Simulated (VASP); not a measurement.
Re:

```xyz
1
Lattice="2.5141 0.0000 0.0000 0.0000 2.5141 0.0000 0.0000 0.0000 2.5141" Properties=species:S:1:pos:R:3 pbc="T T T"
Re    0.0000    0.0000    0.0000
```

```yaml
Program: VASP 6.6.1
Task: relaxation of cell and atoms
Functional: revPBE
Potentials_or_basis: VASP PAW PBE potentials, release 64 (Re)
Cutoff: 600 eV
k_mesh: 12 × 12 × 12
Occupations: fermi-dirac, width 0.1 eV
Spin: no spin polarisation
```

At the start: pressure 25.3 GPa; volume 15.89 Å³/atom.

Task: How do energy, volume and symmetry change on relaxing?

Result: Over 17 steps the energy falls by 100.9 meV/atom and the volume is 17.26 Å³/atom (+8.6 %); space group Pm-3m (No. 221, to 0.05 Å).

The path:
```
step  energy change (eV)  largest force (eV/Å)  pressure (GPa)  volume (Å³)
   1              0.0000                0.0000           25.35        15.89
   2              0.6526                0.0000          -36.69        22.40
   3             -0.0998                0.0000           -2.25        17.42
   4             -0.1008                0.0000           -0.24        17.28
   5             -0.1009                0.0000            0.18        17.25
   6             -0.1009                0.0000            0.19        17.25
   7             -0.1009                0.0000            0.18        17.25
   8             -0.1009                0.0000            0.17        17.25
   9             -0.1009                0.0000            0.17        17.25
  10             -0.1009                0.0000            0.17        17.25
  11             -0.1009                0.0000            0.17        17.25
  12             -0.1009                0.0000            0.17        17.25
  13             -0.1009                0.0000            0.17        17.25
  14             -0.1009                0.0000            0.16        17.25
  15             -0.1009                0.0000            0.16        17.25
  16             -0.1009                0.0000            0.13        17.26
  17             -0.1009                0.0000            0.07        17.26
```

Final structure:
```yaml
crystal:
  lattice:
    - [2.58431, 0.00000, 0.00000]
    - [0.00000, 2.58431, 0.00000]
    - [0.00000, 0.00000, 2.58431]
  atoms:
    - { symbol: Re, position: [0.00000, 0.00000, 0.00000] }
```

Caveat: the PAW data sets were made with another functional, which shifts forces and pressure a little.
